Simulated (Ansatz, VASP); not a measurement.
# Two plane-wave programs on Ba2C

```xyz
6
Lattice="7.5632 0.0000 0.0000 -3.7816 6.5499 0.0000 0.0000 0.0000 3.9569" Properties=species:S:1:pos:R:3 pbc="T T T"
Ba    1.8908    3.2750    0.0000
Ba    3.7816    0.0000    0.0000
Ba   -1.8908    3.2750    0.0000
Ba    0.0000    0.0000    1.9785
C     0.0000    4.3666    1.9785
C     3.7816    2.1833    1.9785
```

Alike in both runs: task single point; functional PBE; k mesh 3 × 3 × 4; occupations gaussian, width 0.1 eV; collinear spin.

```csv
,VASP,Ansatz
version,VASP 6.6.1,Ansatz 0.2.0
potentials or method,"VASP PAW PBE potentials, release 64 (Ba_sv, C), cutoff 520 eV","scalar-relativistic, plane waves, PAW"
valence electrons in the cell,48,48
```

Ansatz gave:

| Item | Value |
| --- | --- |
| gap on the k mesh at the Fermi level (eV) | none |
| pressure (GPa) | 0.3 |
| traceless stress, the component that is largest in VASP (GPa) | -0.07 |
| net moment per atom (μB) | 0.29 |
| size of the moment on the site where the two differ most (μB) | 0.71 |

**Question.** What did VASP give for the same quantities?

**Answer.** gap on the k mesh at the Fermi level (eV): none; pressure (GPa): 1.0; traceless stress, the component that is largest in VASP (GPa): -0.03; net moment per atom (μB): 0.30; size of the moment on the site where the two differ most (μB): 0.36.

Site moments also hang on the region over which each program counts them. A gap of «none» marks a metal or a gap that the smearing closes.

The k mesh is coarse, so the values compare programs but aren't converged. Neither program's run includes spin-orbit coupling.
